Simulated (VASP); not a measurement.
A run of VASP 6.6.1 is set up as follows.

File POSCAR:

```
Pb
1.0
    3.5482526220      0.0000000000      0.0000000000
   -1.7741263110      3.0728769098      0.0000000000
    0.0000000000      0.0000000000      5.6996356773
Pb
2
Direct
    0.6666666667      0.3333333333      0.7500000000
    0.3333333333      0.6666666667      0.2500000000
```

Contents of INCAR.step1:

```
SYSTEM = Pb
PREC = Accurate ; ENCUT = 520
ISMEAR = -1 ; SIGMA = 0.05
LREAL = .FALSE. ; LASPH = .TRUE.
NELM = 100 ; NBANDS = 21
GGA = PE ; ALGO = Normal
EDIFF = 1E-4 ; LWAVE = .TRUE.
LCHARG = .FALSE.
```

Contents of INCAR.step2:

```
SYSTEM = Pb
PREC = Accurate ; ENCUT = 520
EDIFF = 1E-7 ; ISMEAR = -1
SIGMA = 0.05 ; LREAL = .FALSE.
LASPH = .TRUE. ; NELM = 100
ALGO = Normal ; ISIF = 2
LWAVE = .FALSE. ; LCHARG = .FALSE.
METAGGA = R2SCAN ; LMIXTAU = .TRUE.
NBANDS = 21 ; ISTART = 1
```

Contents of KPOINTS:

```
Automatic mesh
0
G
  9 9 5
  0 0 0
```

Potentials or basis: VASP PAW PBE potentials, release 64 (Pb_d).

Run with:

```console
$ cat potpaw_PBE.64/Pb_d/POTCAR > POTCAR
$ cp INCAR.step1 INCAR
$ mpirun -np 1 vasp_std > vasp.out
$ cp INCAR.step2 INCAR
$ mpirun -np 1 vasp_std > vasp.out
```

**Question.** Estimate the band gap on the k mesh.

**Answer.** Zero (bands 14 and 15 overlap by 7.53 eV).

**Question.** Predict the pressure.

**Answer.** 0.1 GPa.

Stress tensor (GPa, compression positive):
```
-0.85  0.00  0.00
 0.00 -0.85  0.00
 0.00  0.00  1.92
```

Caveat: the PAW data sets were made with another functional, which shifts forces and pressure a little; spin-orbit coupling is left out, which moves the levels of the heavy elements.
